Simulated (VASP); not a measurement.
A run of VASP 6.6.1 is set up as follows.

POSCAR

```
AlN
1.0
    3.1726132530      0.0000000000      0.0000000000
   -1.5863066265      2.7475636735      0.0000000000
    0.0000000000      0.0000000000      5.1665105932
Al N
2 2
Direct
    0.6666666667      0.3333333333      0.4991072756
    0.3333333333      0.6666666667      0.9991072756
    0.6666666667      0.3333333333      0.8758927244
    0.3333333333      0.6666666667      0.3758927244
```

The input INCAR.step1:

```
SYSTEM = AlN
  PREC = Accurate
  ENCUT = 600
  ISMEAR = 0
  SIGMA = 0.1
  LREAL = .False.
  LASPH = .True.
  NELM = 80
  GGA = PE
  ALGO = Normal
  EDIFF = 1E-4
  LWAVE = .True.
  LCHARG = .False.
```

Contents of INCAR.step2:

```
SYSTEM = AlN
  PREC = Accurate
  ENCUT = 600
  EDIFF = 1E-6
  ISMEAR = 0
  SIGMA = 0.1
  LREAL = .False.
  LASPH = .True.
  NELM = 80
  ALGO = Normal
  ISIF = 3
  LWAVE = .False.
  LCHARG = .False.
  METAGGA = R2SCAN
  LMIXTAU = .True.
  IBRION = 2
  NSW = 80
  EDIFFG = -0.05
  ISTART = 1
```

KPOINTS

```
regular mesh
0
Gamma
  6 6 4
  0 0 0
```

Potentials or basis: VASP PAW PBE potentials, release 64 (Al, N).

Launch:

```bash
$ cat potpaw_PBE.64/Al/POTCAR potpaw_PBE.64/N/POTCAR > POTCAR
$ cp INCAR.step1 INCAR
$ mpirun -np 1 vasp_std > vasp.out
$ cp INCAR.step2 INCAR
$ mpirun -np 1 vasp_std > vasp.out
```

Task: Estimate the space group after relaxing (to 0.05 Å).

Result: P6_3mc (No. 186).

Task: What does it give for the relaxed volume?

Result: 10.38 Å³/atom.

Task: Predict the relaxed cell.

Result: a = 3.105 Å, b = 3.105 Å, c = 4.974 Å, α = 90.00°, β = 90.00°, γ = 120.00°.

Task: What does it give for the band gap on the k mesh?

Result: 4.94 eV, direct.

Stress tensor (GPa, compression positive):
```
0.04 0.00 0.00
0.00 0.04 0.00
0.00 0.00 0.17
```

Caveat: the PAW data sets were made with another functional, which shifts forces and pressure a little; the relaxation stopped at a loose force limit of 0.05 eV/Å, so its end isn't a converged minimum. r2SCAN opens gaps a little over a GGA but as a rule still falls short of measured ones.
